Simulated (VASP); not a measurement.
Set up this calculation in VASP 6.6.1, as the native input.

```
Task                   : single point
Functional             : PBE
Potentials or basis    : VASP PAW PBE potentials, release 64 (K_sv, C)
Cutoff                 : 520 eV
k mesh                 : 4 × 4 × 2
Occupations            : gaussian, width 0.1 eV
Spin                   : no spin polarisation
Dipole correction      : no
Further INCAR settings : ALGO = Normal; EDIFF = 1e-07; NBANDS = 36
```

The structure of KC lies in POSCAR:

```
KC
1.0
    3.0277279816     -3.8090799866      0.0000000000
    3.0277279816      3.8090799866      0.0000000000
    0.0000000000      0.0000000000      7.6273196101
K C
4 4
Direct
    0.7072716988      0.2927283012      0.0000000000
    0.7072716988      0.2927283012      0.5000000000
    0.2927283012      0.7072716988      0.0000000000
    0.2927283012      0.7072716988      0.5000000000
    0.8953292608      0.8953292608      0.2500000000
    0.8953292608      0.8953292608      0.7500000000
    0.1046707392      0.1046707392      0.2500000000
    0.1046707392      0.1046707392      0.7500000000
```

One way to write it, as run:

INCAR

```
SYSTEM = KC
ALGO = Normal
EDIFF = 1E-7
ENCUT = 520
GGA = PE
ISIF = 2
ISMEAR = 0
LASPH = .True.
LCHARG = .False.
LREAL = .False.
LWAVE = .False.
NBANDS = 36
NELM = 80
PREC = Accurate
SIGMA = 0.1
```

KPOINTS

```
k-points
0
Gamma
  4 4 2
  0 0 0
```

Potentials or basis: VASP PAW PBE potentials, release 64 (K_sv, C).

Launch:

```bash
$ cat potpaw_PBE.64/K_sv/POTCAR potpaw_PBE.64/C/POTCAR > POTCAR
$ mpirun -np 1 vasp_std > vasp.out
```

It gave:

| Quantity | Value |
| --- | --- |
| Pressure | 0.2 GPa |
| Largest force | 0.112 eV/Å |
| Band gap on the k mesh | 3.22 eV |

Run time: 2.1 min on 1 thread of Oxide Virtual Turin-like Processor (shared host), peak memory 0.25 GiB.
